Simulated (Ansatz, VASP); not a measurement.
MnSb in VASP and in Ansatz

```
Mn Sb
1.0
     0.00000    2.85877    2.85877
     2.85877    0.00000    2.85877
     2.85877    2.85877    0.00000
Mn Sb
1 1
Direct
  0.00000 0.00000 0.00000
  0.50000 0.50000 0.50000
```

Alike in both runs: task single point; functional LDA; k mesh 9 × 9 × 9; occupations fermi-dirac, width 0.1 eV; collinear spin.

```csv
,VASP,Ansatz
version,VASP 6.6.1,Ansatz 0.2.0
potentials or method,"VASP PAW LDA potentials, release 64 (Mn_pv, Sb), cutoff 520 eV","plane waves, PAW"
valence electrons in the cell,18,30
```

|  | VASP | Ansatz | Ansatz less VASP |
| --- | --- | --- | --- |
| net moment per atom (μB) | 1.90 | 1.93 | +0.029 |
| size of the moment on the site where the two differ most (μB) | 3.69 | 3.82 | +0.128 |

LDA's correlation is that of Perdew and Zunger in VASP and of Perdew and Wang (1992) in Ansatz. Site moments also hang on the region over which each program counts them. VASP's potentials hold 18 valence electrons a cell and Ansatz's 30, so a difference there can come from the potentials and not from the codes. Ansatz's warnings: given moment on shells.

Spin-orbit coupling is off throughout.
